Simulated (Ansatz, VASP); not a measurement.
MgB in VASP and in Ansatz

The input INCAR:

```
  ALGO = Normal
  EDIFF = 1E-7
  EDIFFG = -0.01
  ENCUT = 600
  GGA = PE
  GGA_COMPAT = F
  IBRION = 2
  ISIF = 3
  ISMEAR = 0
  LASPH = T
  LCHARG = F
  LREAL = F
  LWAVE = F
  NELM = 120
  NELMIN = 4
  NSW = 100
  PREC = Accurate
  SIGMA = 0.1
```

The input KPOINTS:

```
k-points
0
Gamma
  18 18 8
```

POSCAR

```
MgB
1.0
    3.0604651711      0.0000000000      0.0000000000
   -1.5302325856      2.6504405856      0.0000000000
    0.0000000000      0.0000000000      6.7666172085
Mg B
2 2
Direct
    0.3333333333      0.6666666667      0.6927265838
    0.6666666667      0.3333333333      0.3072734162
    0.6666666667      0.3333333333      0.9757478553
    0.3333333333      0.6666666667      0.0242521447
```

Input for Ansatz:

```yaml
crystal:
  lattice:
    - [3.0604651711, 0.0, 0.0]
    - [-1.5302325856, 2.6504405856, 0.0]
    - [0.0, 0.0, 6.7666172085]
  atoms:
    - { symbol: Mg, position: [0.3333333333, 0.6666666667, 0.6927265838] }
    - { symbol: Mg, position: [0.6666666667, 0.3333333333, 0.3072734162] }
    - { symbol: B, position: [0.6666666667, 0.3333333333, 0.9757478553] }
    - { symbol: B, position: [0.3333333333, 0.6666666667, 0.0242521447] }
basis:
  ecutwfc: 420
kpoints:
  mp_grid: { grid: [18, 18, 8] }
hamiltonian:
  xc: pbe
scf:
  occupations: { method: gaussian, width: 0.1 }
output:
  forces: true
  stress: true
  eigenvalues: true
relax:
  adjacent_minimum: "off"
  f_tol: 0.01
  max_steps: 80
  cell: { stress_tol: 0.05 }
```

Alike in both runs: task relaxation of cell and atoms; functional PBE; k mesh 18 × 18 × 8; occupations gaussian, width 0.1 eV; no spin polarisation.

|  | VASP | Ansatz |
| --- | --- | --- |
| version | VASP 6.6.1 | Ansatz 0.2.0 |
| potentials or method | VASP PAW PBE potentials, release 64 (Mg, B), cutoff 600 eV | scalar-relativistic, plane waves, PAW |
| valence electrons in the cell | 10 | 26 |

```tsv
	VASP	Ansatz	Ansatz less VASP
gap on the k mesh at the Fermi level, each at its own relaxed structure (eV)	none	none	-
relaxed volume (Å³/atom)	13.75	13.77	+0.021
relaxed cell length with the largest relative difference (Å)	6.774	6.784	+0.0100
```

A gap of «none» marks a metal or a gap that the smearing closes. VASP's potentials hold 10 valence electrons a cell and Ansatz's 26, so a difference there can come from the potentials and not from the codes.
